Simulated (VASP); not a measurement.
# ZnSnP2 (I-42d) in VASP: single point with PBE

Aim: the single point of ZnSnP2 with PBE.

Everything below comes from runs of VASP 6.6.1. Logs are shortened: lines on timing, memory, paths and dates and some standing lists are left out, and cuts for length are marked.

## Step 1: The cell of the first run

The structure is tetragonal, space group I-42d (No. 122). The conventional cell has a = 5.619 Å, b = 5.619 Å, c = 11.073 Å, α = 90.00°, β = 90.00°, γ = 90.00°. Sn (site symmetry -4) has 4 P at 2.38 Å within 3.1 Å. Within 3.3 Å of Zn (site symmetry -4) lie 4 P at 2.47 Å. Within 3.1 Å of P (site symmetry 2) lie 2 Sn at 2.38 Å and 2 Zn at 2.47 Å.

## Step 2: Single point, PBE

File INCAR:

```
SYSTEM = ZnSnP2
  PREC = Accurate
  ENCUT = 500
  EDIFF = 1E-6
  ISMEAR = -1
  SIGMA = 0.1
  LREAL = .FALSE.
  LASPH = .TRUE.
  NELM = 120
  ALGO = Normal
  ISIF = 2
  LWAVE = .FALSE.
  LCHARG = .FALSE.
  GGA = PE
  NBANDS = 46
  GGA_COMPAT = .FALSE.
```

File KPOINTS:

```
Automatic mesh
0
G
  5 5 5
  0 0 0
```

File POSCAR:

```
ZnSnP2
1.0
    0.0000000000      5.6187630000      0.0000000000
    5.6187630000      0.0000000000      0.0000000000
    2.8093820000      2.8093820000     -5.5364370000
Sn Zn P
2 2 4
Direct
    0.5000000000      0.5000000000      0.0000000000
    0.2500000000      0.7500000000      0.5000000000
    0.0000000000      0.0000000000      0.0000000000
    0.7500000000      0.2500000000      0.5000000000
    0.3750000000      0.3890000000      0.7500000000
    0.6110000000      0.1250000000      0.2500000000
    0.8750000000      0.8610000000      0.7500000000
    0.1390000000      0.6250000000      0.2500000000
```

Potentials or basis: VASP PAW PBE potentials, release 64 (Sn_d, Zn, P).

Command:

```console
$ cat potpaw_PBE.64/Sn_d/POTCAR potpaw_PBE.64/Zn/POTCAR potpaw_PBE.64/P/POTCAR > POTCAR
$ mpirun -np 1 vasp_std > vasp.out
```

OUTCAR:

```text
SYSTEM = ZnSnP2
   PREC = Accurate
   ENCUT = 500
   EDIFF = 1E-6
   ISMEAR = -1
   LREAL = .FALSE.
   LASPH = .TRUE.
   NELM = 120
   ISIF = 2
   GGA = PE

 ion  position               nearest neighbor table
   1  0.500  0.500  0.000-   7 2.38   6 2.38   8 2.38   5 2.38
   2  0.250  0.750  0.500-   6 2.38   7 2.38   5 2.38   8 2.38
   3  0.000  0.000  0.000-   5 2.47   6 2.47   8 2.47   7 2.47
   4  0.750  0.250  0.500-   8 2.47   7 2.47   5 2.47   6 2.47
   5  0.375  0.389  0.750-   2 2.38   1 2.38   3 2.47   4 2.47
   6  0.611  0.125  0.250-   2 2.38   1 2.38   3 2.47   4 2.47
   7  0.875  0.861  0.750-   1 2.38   2 2.38   4 2.47   3 2.47
   8  0.139  0.625  0.250-   1 2.38   2 2.38   4 2.47   3 2.47

  LATTYP: Found a body centered tetragonal cell.
 ALAT       =     5.6187630000
 C/A-ratio  =     1.9706960411

  Lattice vectors:

 A1 = (  -2.8093820000,   2.8093810000,   5.5364370000)
 A2 = (   2.8093810000,  -2.8093820000,   5.5364370000)
 A3 = (   2.8093820000,   2.8093820000,  -5.5364370000)

Analysis of symmetry for initial positions (statically):
=====================================================================
 Subroutine PRICEL returns:
 Original cell was already a primitive cell.

 Routine SETGRP: Setting up the symmetry group for a
 body centered tetragonal supercell.

 Subroutine GETGRP returns: Found  8 space group operations
 (whereof  4 operations were pure point group operations)
 out of a pool of 16 trial point group operations.

The static configuration has the point symmetry S_4 .
 The point group associated with its full space group is D_2d.

Analysis of symmetry for dynamics (positions and initial velocities):
=====================================================================
 Subroutine PRICEL returns:
 Original cell was already a primitive cell.

 Routine SETGRP: Setting up the symmetry group for a
 body centered tetragonal supercell.

 Subroutine GETGRP returns: Found  8 space group operations
 (whereof  4 operations were pure point group operations)
 out of a pool of 16 trial point group operations.

The dynamic configuration has the point symmetry S_4 .
 The point group associated with its full space group is D_2d.

 Subroutine INISYM returns: Found  8 space group operations
 (whereof  4 operations are pure point group operations),
 and found     1 'primitive' translations

----------------------------------------------------------------------------------------

                                     Primitive cell

  volume of cell :     174.7881

  direct lattice vectors                    reciprocal lattice vectors
     0.000000000  5.618763000  0.000000000     0.000000000  0.177975117  0.090310806
     5.618763000  0.000000000  0.000000000     0.177975117  0.000000000  0.090310806
     2.809382000  2.809382000 -5.536437000     0.000000000  0.000000000 -0.180621580

  length of vectors
     5.618763000  5.618763000  6.814498448     0.199577513  0.199577513  0.180621580

  position of ions in fractional coordinates (direct lattice)
     0.500000000  0.500000000  0.000000000
     0.250000000  0.750000000  0.500000000
     0.000000000  0.000000000  0.000000000
     0.750000000  0.250000000  0.500000000
     0.375000000  0.389000000  0.750000000
     0.611000000  0.125000000  0.250000000
     0.875000000  0.861000000  0.750000000
     0.139000000  0.625000000  0.250000000

  ion indices of the primitive-cell ions
   primitive index   ion index
                 1           1
                 2           2
                 3           3
                 4           4
                 5           5
                 6           6
                 7           7
                 8           8

----------------------------------------------------------------------------------------

 KPOINTS: Automatic mesh

Automatic generation of k-mesh.
 Grid dimensions read from file:
 generate k-points for:    5    5    5

 Generating k-lattice:

  Cartesian coordinates                     Fractional coordinates (reciprocal lattice)
     0.000000000  0.035595023  0.018062161     0.200000000  0.000000000  0.000000000
     0.035595023  0.000000000  0.018062161     0.000000000  0.200000000  0.000000000
     0.000000000  0.000000000 -0.036124316     0.000000000  0.000000000  0.200000000

  Length of vectors
     0.039915503  0.039915503  0.036124316

  Shift w.r.t. Gamma in fractional coordinates (k-lattice)
     0.000000000  0.000000000  0.000000000

 Subroutine IBZKPT returns following result:
 ===========================================

 Found     18 irreducible k-points:

 Following reciprocal coordinates:
            Coordinates               Weight
  0.000000  0.000000  0.000000      1.000000
  0.200000  0.000000  0.000000      8.000000
  0.400000  0.000000  0.000000      8.000000
  0.200000  0.200000  0.000000      8.000000
  0.400000  0.200000  0.000000     16.000000
 -0.400000  0.200000 -0.000000     16.000000
[... 10 lines left out ...]
  0.000000  0.000000  0.400000      2.000000
 -0.200000  0.000000  0.400000      4.000000
   k-points           NKPTS =     18   k-points in BZ     NKDIM =     18   number of bands    NBANDS=     46
   number of dos      NEDOS =    301   number of ions     NIONS =      8
   total plane-waves  NPLWV =  88200
   dimension x,y,z NGX =    42 NGY =   42 NGZ =   50
   dimension x,y,z NGXF=    84 NGYF=   84 NGZF=  100
   ions per type =               2   2   4
   NGX,Y,Z   is equivalent  to a cutoff of  12.43, 12.43, 12.20 a.u.
   NGXF,Y,Z  is equivalent  to a cutoff of  24.85, 24.85, 24.40 a.u.
 SYSTEM =  ZnSnP2
   PREC   = accura    normal or accurate (medium, high low for compatibility)
   ISTART =      0    job   : 0-new  1-cont  2-samecut
   ICHARG =      2    charge: 1-file 2-atom 10-const
   ISPIN  =      1    spin polarized calculation?
   LNONCOLLINEAR =      F non collinear calculations
   LSORBIT =      F    spin-orbit coupling
   LASPH  =      T    aspherical Exc in radial PAW
   ENCUT  =  500.0 eV  36.75 Ry    6.06 a.u.  10.24 10.24 12.42*2*pi/ulx,y,z
   NELM   =    120;   NELMIN=  2; NELMDL= -5     # of ELM steps
   EDIFF  = 0.1E-05   stopping-criterion for ELM
   LREAL  =      F    real-space projection
   EDIFFG = 0.1E-04   stopping-criterion for IOM
   NSW    =      0    number of steps for IOM
   IBRION =     -1    ionic relax: 0-MD 1-quasi-New 2-CG
   NFREE  =      0    steps in history (QN), initial steepest desc. (CG)
   ISIF   =      2    stress and relaxation
   ISYM   =      2    0-nonsym 1-usesym 2-fastsym
   POTIM  = 0.5000    time-step for ionic-motion
   TEBEG  =    0.0;   TEEND  =   0.0 temperature during run
   PSTRESS=    0.0 pullay stress
   NELECT =      72.0000    total number of electrons
   NUPDOWN=      -1.0000    fix difference up-down
   EMIN   =  10.00;   EMAX   =-10.00  energy-range for DOS
   EFERMI =   0.00;   METHOD = LEGACY
   ISMEAR =    -1;   SIGMA  =   0.10  broadening in eV -4-tet -1-fermi 0-gaus
   EFERMI_NEDOS =   21; number of points for ismear=-14 and -15
   IALGO  =     38    algorithm
   IMIX   =      4    mixing-type and parameters
     AMIX     =   0.40;   BMIX     =  1.00
     AMIX_MAG =   1.60;   BMIX_MAG =  1.00
  volume/ion in A,a.u.               =      21.85       147.44
  Fermi-wavevector in a.u.,A,eV,Ry     =   1.218097  2.301869 20.187771  1.483759
  Thomas-Fermi vector in A             =   2.353395
   LORBIT       =      0    0 simple, 1 ext, 2 COOP (PROOUT), +10 PAW based schemes
   GGA     = PE    functional components
   LHFCALC =     F    Hartree Fock is set to
   AEXX    =    0.0000 exact exchange contribution
   IVDW    =     0    specifies the selected vdW correction
   LEPSILON=     F    determine dielectric tensor
   LRPA    =     F    only Hartree local field effects (RPA)
 non-spin polarized calculation
  energy-cutoff  :      500.00
  volume of cell :      174.79
 maximum number of plane-waves:      4463
 NGX is ok and might be reduce to    42
   NGX = 21   NGY = 21   NGZ = 25

 number of electron      72.0000027 magnetization

 Free energy of the ion-electron system (eV)
  ---------------------------------------------------
  ext. energy  EPLUGINS =         0.00000000
  ---------------------------------------------------
  free energy    TOTEN  =       -31.85042055 eV

  energy without entropy =      -31.85033813  energy(sigma->0) =      -31.85037934

 E-fermi :   5.6179     XC(G=0):  -9.6688

 val. band max:        4.8793762450   @ k =   0.0000   0.0000   0.0000
 cond. band min:       6.2931803440   @ k =   0.0000   0.0000   0.0000
 fundamental gap:      1.4138040990
 Fermi energy:         5.6178672818

 k-point     1 :       0.0000    0.0000    0.0000
  band No.  band energies     occupation
      1     -16.7304      2.00000
      2     -16.7304      2.00000
      3     -16.7259      2.00000
      4     -16.6959      2.00000
      5     -16.6820      2.00000
      6     -16.6820      2.00000
[... 38 lines left out ...]
     45       9.5565      0.00000
     46       9.7533      0.00000

 k-point     2 :       0.2000    0.0000    0.0000
  band No.  band energies     occupation
      1     -16.7325      2.00000
      2     -16.7279      2.00000
      3     -16.7243      2.00000
      4     -16.6970      2.00000
      5     -16.6859      2.00000
      6     -16.6802      2.00000
[... 38 lines left out ...]
     45       9.5926      0.00000
     46      10.2042      0.00000

 k-point     3 :       0.4000    0.0000    0.0000
  band No.  band energies     occupation
      1     -16.7346      2.00000
      2     -16.7251      2.00000
      3     -16.7203      2.00000
      4     -16.6982      2.00000
      5     -16.6938      2.00000
      6     -16.6779      2.00000
[... 38 lines left out ...]
     45      10.2070      0.00000
     46      10.2961      0.00000

 k-point     4 :       0.2000    0.2000    0.0000
  band No.  band energies     occupation
      1     -16.7316      2.00000
      2     -16.7297      2.00000
      3     -16.7221      2.00000
      4     -16.6990      2.00000
      5     -16.6841      2.00000
      6     -16.6828      2.00000
[... 626 lines left out ...]
     45      10.2681      0.00000
     46      10.6699      0.00000

 k-point    17 :       0.0000    0.0000    0.4000
  band No.  band energies     occupation
      1     -16.7372      2.00000
      2     -16.7372      2.00000
      3     -16.7156      2.00000
      4     -16.7063      2.00000
      5     -16.6748      2.00000
      6     -16.6748      2.00000
[... 38 lines left out ...]
     45      10.7136      0.00000
     46      10.7136      0.00000

 k-point    18 :      -0.2000    0.0000    0.4000
  band No.  band energies     occupation
      1     -16.7375      2.00000
      2     -16.7346      2.00000
      3     -16.7112      2.00000
      4     -16.7104      2.00000
      5     -16.6790      2.00000
      6     -16.6746      2.00000
[... 38 lines left out ...]
     45      10.3942      0.00000
     46      10.4266      0.00000

------------------------ aborting loop because EDIFF is reached ----------------------------------------

  FORCE on cell =-STRESS in cart. coord.  units (eV):
  Direction    XX          YY          ZZ          XY          YZ          ZX
  --------------------------------------------------------------------------------------
  -------------------------------------------------------------------------------------
  Total        8.9731921      8.9731921      9.3335055      0.0000000     -0.0000008     -0.0000008
  in kB       82.2518658     82.2518658     85.5546425      0.0000000     -0.0000077     -0.0000077
  external PRESSURE =      83.3527914 kB  Pullay stress =       0.0000000 kB

 VOLUME and BASIS-vectors are now :
 -----------------------------------------------------------------------------
  energy-cutoff  :      500.00
  volume of cell :      174.79
      direct lattice vectors                 reciprocal lattice vectors
     0.000000000  5.618763000  0.000000000     0.000000000  0.177975117  0.090310806
     5.618763000  0.000000000  0.000000000     0.177975117  0.000000000  0.090310806
     2.809382000  2.809382000 -5.536437000     0.000000000  0.000000000 -0.180621580

 POSITION                                       TOTAL-FORCE (eV/Angst)
 -----------------------------------------------------------------------------------
      2.80938      2.80938      0.00000        -0.000000      0.000000     -0.000000
      5.61876      2.80938     -2.76822        -0.000000      0.000000     -0.000000
      0.00000      0.00000      0.00000        -0.000000      0.000000     -0.000000
      2.80938      5.61876     -2.76822        -0.000000      0.000000     -0.000000
      4.29274      4.21407     -4.15233        -2.506612      0.000000      0.000000
      1.40469      4.13541     -1.38411        -0.000000      2.506612     -0.000000
      6.94479      7.02345     -4.15233         2.506612      0.000000     -0.000000
      4.21407      1.48335     -1.38411        -0.000000     -2.506612     -0.000000
 -----------------------------------------------------------------------------------
    total drift:                               -0.000018     -0.000018      0.000001

  FREE ENERGIE OF THE ION-ELECTRON SYSTEM (eV)
  ---------------------------------------------------
  free  energy   TOTEN  =       -31.8504205483 eV

  energy  without entropy=      -31.8503381332  energy(sigma->0) =      -31.85037934
```

It took 2.6 min on 1 thread of Intel Xeon Platinum 8259CL at 2.50GHz (Skylake/Cascade Lake), shared host; peak memory 0.34 GiB.

Results:

```yaml
Free_energy: -31.8504 eV
Pressure: 8.3 GPa
Largest_force: 2.507 eV/Å
Band_gap_on_the_k_mesh: 1.41 eV
```

Forces on the atoms (eV/Å):
```
Sn   0.000  0.000  0.000
Sn   0.000  0.000  0.000
Zn   0.000  0.000  0.000
Zn   0.000  0.000  0.000
P   -2.507  0.000  0.000
P    0.000  2.507  0.000
P    2.507  0.000  0.000
P    0.000 -2.507  0.000
```

Caveat: the cell stands under pressure; spin-orbit coupling is left out, which moves the levels of the heavy elements; forces of over 1 eV/Å act on the atoms, so gaps and moduli don't describe the material at rest. A k mesh can miss the band edges.
